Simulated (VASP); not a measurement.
Here is a VASP 6.6.1 calculation.

INCAR

```
  ALGO = Fast
  EDIFF = 1E-7
  ENCUT = 520
  GGA = PS
  ISIF = 2
  ISMEAR = 0
  LASPH = True
  LCHARG = True
  LELF = True
  LREAL = False
  LVHAR = True
  LWAVE = False
  NBANDS = 28
  NELM = 60
  PREC = Accurate
  SIGMA = 0.1
```

Contents of KPOINTS:

```
k-points
0
Gamma
  10 10 10
```

The input POSCAR:

```
ScPd3
1.0
    4.0200796319      0.0000000000      0.0000000000
    0.0000000000      4.0200796319      0.0000000000
    0.0000000000      0.0000000000      4.0200796319
Sc Pd
1 3
Direct
    0.0000000000      0.0000000000      0.0000000000
    0.0000000000      0.5000000000      0.5000000000
    0.5000000000      0.0000000000      0.5000000000
    0.5000000000      0.5000000000      0.0000000000
```

Potentials or basis: VASP PAW PBE potentials, release 64 (Sc_sv, Pd).

Run with:

```bash
$ cat potpaw_PBE.64/Sc_sv/POTCAR potpaw_PBE.64/Pd/POTCAR > POTCAR
$ mpirun -np 1 vasp_std > vasp.out
```

Predict the pressure.

-8.4 GPa.

Caveat: the PAW data sets were made with another functional, which shifts forces and pressure a little.
